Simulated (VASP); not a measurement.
**TiO2: single point with PBEsol**

Crystal: TiO2.

```
Ti O
1.0
    -1.89210    1.89210    4.75730
     1.89210   -1.89210    4.75730
     1.89210    1.89210   -4.75730
Ti O
2 4
Direct
  0.00000 0.00000 0.00000
  0.75000 0.25000 0.50000
  0.20810 0.20810 0.00000
  0.95810 0.45810 0.50000
  0.54190 0.04190 0.50000
  0.79190 0.79190 0.00000
```

```json
{
  "Program": "VASP 6.6.1",
  "Task": "single point",
  "Functional": "PBEsol",
  "Potentials or basis": "VASP PAW PBE potentials, release 64 (Ti_sv, O)",
  "Cutoff": "520 eV",
  "k mesh": "8 × 8 × 8",
  "Occupations": "gaussian, width 0.01 eV",
  "Spin": "no spin polarisation",
  "Dipole correction": "no",
  "Further INCAR settings": "ALGO = Normal; EDIFF = 1e-06; NBANDS = 33"
}
```

| Quantity | Value |
| --- | --- |
| Pressure | -0.4 GPa |
| Largest force | 0.012 eV/Å |
| Band gap on the k mesh | 2.09 eV (least direct gap 2.40 eV) |

Forces on the atoms (eV/Å):
```
Ti   0.000  0.000  0.000
Ti   0.000  0.000  0.000
O    0.000  0.000  0.012
O    0.000  0.000  0.012
O    0.000  0.000 -0.012
O    0.000  0.000 -0.012
```

Stress tensor (GPa, compression positive):
```
-0.68  0.00  0.00
 0.00 -0.68  0.00
 0.00  0.00  0.31
```

Levels at points of the mesh, in eV from the valence-band top:
| k point | band 20 | band 21 | band 22 | band 23 | band 24 | band 25 | band 26 | band 27 | band 28 | band 29 |
| --- | --- | --- | --- | --- | --- | --- | --- | --- | --- | --- |
| (0.00, 0.00, 0.00) | -0.73 | -0.73 | -0.73 | -0.44 | -0.44 | 2.09 | 2.86 | 4.01 | 4.01 | 4.04 |
| (0.50, 0.00, 0.00) | -1.96 | -1.96 | -0.93 | -0.81 | -0.60 | 3.24 | 3.56 | 3.58 | 3.69 | 4.32 |
| (0.50, 0.50, 0.00) | -2.64 | -2.06 | -2.06 | 0.00 | 0.00 | 3.36 | 3.36 | 3.85 | 3.85 | 4.93 |
| (0.50, 0.50, 0.50) | -1.33 | -1.24 | -1.24 | -0.08 | -0.08 | 2.46 | 2.46 | 3.79 | 3.79 | 4.27 |

Wall time 2.9 min on 1 thread of Intel(R) Xeon(R) Platinum 8488C (Sapphire Rapids), on a shared host, peak memory 0.3 GiB.

Caveat: the PAW data sets were made with another functional, which shifts forces and pressure a little. A k mesh can miss the band edges.
